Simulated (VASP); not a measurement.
Write the native input for VASP 6.6.1 that does the following.

| Quantity | Value |
| --- | --- |
| Task | single point |
| Functional | PBE |
| Potentials or basis | VASP PAW PBE potentials, release 64 (Ge_d, Sb, Te) |
| Cutoff | 520 eV |
| k mesh | 1 × 1 × 1, shifted |
| Occupations | fermi-dirac, width 0.1362 eV |
| Spin | no spin polarisation |
| Dipole correction | no |
| Further INCAR settings | LREAL = Auto; ALGO = Normal; EDIFF = 1e-06; NBANDS = 73; ISYM = 0 |

The structure of GeSb4Te4 lies in POSCAR:

```
GeSb4Te4
1.0
    8.0204470000      0.0365690000     -0.2582360000
    0.0365690000      8.8728170000     -0.1270320000
   -0.2582360000     -0.1270320000      8.3859190000
Ge Sb Te
2 8 8
Direct
    0.6889985077      0.5457139520      0.7378220984
    0.7007087975      0.0357537390      0.3072974001
    0.1148844199      0.4290129992      0.6181437803
    0.7717741124      0.6905138531      0.1799236572
    0.2328722940      0.9611821400      0.8128199067
    0.6622718697      0.0319931680      0.8943191074
    0.1256919491      0.6817345209      0.3892174830
    0.3622488608      0.1953523856      0.3893904414
    0.4674480250      0.7271232778      0.9442729929
    0.1163517626      0.0063242660      0.4768871006
    0.3979515096      0.4448586441      0.1404530248
    0.9716402521      0.0968308077      0.1834258241
    0.7338449867      0.4468054235      0.3853260186
    0.1409129424      0.7469129247      0.0944780932
    0.9716287637      0.4188568510      0.8820272112
    0.7710713567      0.9193297778      0.5972053490
    0.4022168679      0.7394972708      0.5868885321
    0.4049143121      0.2548306890      0.7509397723
```

These files were run (other wordings do the same):

INCAR

```
SYSTEM = GeSb4Te4
ALGO = Normal
EDIFF = 1E-6
ENCUT = 520
GGA = PE
ISIF = 2
ISMEAR = -1
ISYM = 0
LASPH = .True.
LCHARG = .False.
LREAL = Auto
LWAVE = .False.
NBANDS = 73
NELM = 60
PREC = Accurate
SIGMA = 0.1362
```

KPOINTS

```
Automatic mesh
0
Gamma
  1 1 1
  0.25 0.25 0.25
```

Potentials or basis: VASP PAW PBE potentials, release 64 (Ge_d, Sb, Te).

Command:

```sh
$ cat potpaw_PBE.64/Ge_d/POTCAR potpaw_PBE.64/Sb/POTCAR potpaw_PBE.64/Te/POTCAR > POTCAR
$ mpirun -np 1 vasp_std > vasp.out
```

It gave:

```yaml
Pressure: 3.8 GPa
Largest_force: 3.310 eV/Å
Band_gap_on_the_k_mesh: 0.13 eV
```

Caveat: the k points lie up to 0.78 Å⁻¹ apart; spin-orbit coupling is left out, which moves the levels of the heavy elements.

Run time: 59 s on 1 thread of AMD EPYC 9R45 96-Core Processor (Zen 5) (shared host), peak memory 0.52 GiB.
